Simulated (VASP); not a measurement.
**Sn3Se: single point with PBE**

The system is Sn3Se.

```
Sn Se
1.0
     0.00000    3.75786    3.75786
     3.75786    0.00000    3.75786
     3.75786    3.75786    0.00000
Sn Se
3 1
Direct
  0.50000 0.50000 0.50000
  0.75000 0.75000 0.75000
  0.25000 0.25000 0.25000
  0.00000 0.00000 0.00000
```

- Program: VASP 6.6.1
- Task: single point
- Functional: PBE
- Potentials or basis: VASP PAW PBE potentials, release 64 (Sn_d, Se)
- Cutoff: 520 eV
- k mesh: 6 × 6 × 6
- Occupations: fermi-dirac, width 0.05 eV
- Spin: no spin polarisation

The pressure is -1.1 GPa and the band gap on the k mesh is zero (band 24 reaches 7.60 eV, above the bottom of band 25 at 5.75 eV).

Levels at points of the mesh, in eV from the Fermi level:
| k point | band 21 | band 22 | band 23 | band 24 | band 25 | band 26 | band 27 | band 28 |
| --- | --- | --- | --- | --- | --- | --- | --- | --- |
| (0.00, 0.00, 0.00) | -2.79 | -2.79 | -1.24 | -1.24 | -1.24 | -0.52 | -0.52 | -0.52 |
| (0.50, 0.00, 0.00) | -3.28 | -2.08 | -2.08 | -0.89 | 0.32 | 2.07 | 2.07 | 3.50 |
| (0.50, 0.50, 0.00) | -4.69 | -0.37 | 0.44 | 0.44 | 0.93 | 2.71 | 2.71 | 3.17 |

Wall time 23 s on 1 thread of Intel(R) Xeon(R) 6975P-C (Granite Rapids), on a shared host, peak memory 0.25 GiB.

Caveat: spin-orbit coupling is left out, which moves the levels of the heavy elements.
